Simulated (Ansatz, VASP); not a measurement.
## GaGe: VASP beside Ansatz

```
Ga Ge
1.0
     1.51034    0.87199    4.97163
    -1.51034    0.87199    4.97163
     0.00000   -1.74398    4.97163
Ga Ge
1 1
Direct
  0.00000 0.00000 0.00000
  0.50000 0.50000 0.50000
```

Alike in both runs: functional PBE; k mesh 6 × 6 × 6; occupations gaussian, width 0.1 eV; no spin polarisation.

Ansatz relaxed the structure, and its values are those at the end. VASP's run is a single point on that final structure, the one shown.

|  | VASP | Ansatz |
| --- | --- | --- |
| version | VASP 6.6.1 | Ansatz 0.2.0 |
| potentials or method | VASP PAW PBE potentials, release 64 (Ga_d, Ge_d), cutoff 520 eV | scalar-relativistic, plane waves, PAW |
| valence electrons in the cell | 27 | 27 |

|  | VASP | Ansatz | Ansatz less VASP |
| --- | --- | --- | --- |
| gap on the k mesh at the Fermi level (eV) | none | none | - |
| pressure (GPa) | -0.1 | -0.1 | -0.04 |

A gap of «none» marks a metal or a gap that the smearing closes. With one functional, cell and mesh, what is left measures potentials, basis and numerics.

The k mesh is coarse, so the values compare programs but aren't converged.
